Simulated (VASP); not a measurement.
Ta7Mo9, 16 atoms in the cell. The cell holds a disordered packing, 16 atoms: a = 6.439 Å, b = 6.551 Å, c = 6.304 Å, α = 85.87°, β = 93.33°, γ = 88.73°. 

- Program: VASP 6.6.1
- Task: single point
- Functional: PBE
- Potentials or basis: VASP PAW PBE potentials, release 64 (Mo_sv, Ta_pv)
- Cutoff: 400 eV
- k mesh: 1 × 1 × 1, shifted
- Occupations: fermi-dirac, width 0.1534 eV
- Spin: no spin polarisation
- Dipole correction: no
- Mended: yes
- Further INCAR settings: LREAL = Auto; ALGO = Normal; EDIFF = 1e-06; NBANDS = 116; ISYM = -1

Potentials or basis: VASP PAW PBE potentials, release 64 (Mo_sv, Ta_pv).

Run with:

```sh
$ cat potpaw_PBE.64/Mo_sv/POTCAR potpaw_PBE.64/Ta_pv/POTCAR > POTCAR
$ mpirun -np 1 vasp_std > vasp.out
```

Hardware: 1 thread of Intel(R) Xeon(R) Platinum 8259CL CPU @ 2.50GHz (Skylake/Cascade Lake), with other jobs on the host.

**Question.** How long does it take, and how much memory?

**Answer.** It took 110 s on 1 thread of Intel(R) Xeon(R) Platinum 8259CL CPU @ 2.50GHz (Skylake/Cascade Lake), on a shared host, peak memory 0.27 GiB. Counts: scf iterations 20, k points 1.
